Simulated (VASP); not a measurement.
Runs of VASP 6.6.1 on Ta. The structure is that of space group Pm-3m (No. 221), or close to it. The cells are those of the table. 

```tsv
task	cell	cutoff (eV)	gap on the mesh (eV)	pressure (GPa)
relaxation of cell and atoms	relaxed from a = 2.710 Å, 1 atom	600	none	0.0
relaxation of cell and atoms	relaxed to 40 GPa from a = 2.710 Å, 1 atom	600	none	40.1
relaxation of cell and atoms	relaxed to 20 GPa from a = 2.710 Å, 1 atom	600	none	20.0
single point	a = 2.498 Å, 1 atom	520	none	61.2
single point	a = 2.617 Å, 1 atom	520	none	(a)
```

Alike in all rows: level PBEsol; potentials or basis VASP PAW PBE potentials, release 64 (Ta_pv); no spin polarisation; k mesh 15 × 15 × 15; smearing fermi-dirac 0.05 eV.

Problem. Estimate the missing entries.

Solution. (a) 20.5.

Caveats: the PAW data sets were made with another functional, which shifts forces and pressure a little; spin-orbit coupling is left out, which moves the levels of the heavy elements; the cell is relaxed towards a set pressure, so the enthalpy falls and the energy may rise (some runs).

A k mesh can miss the band edges, and the runs leave out spin-orbit coupling on Ta.

A gap of «none» marks levels without a gap at the run's occupations.
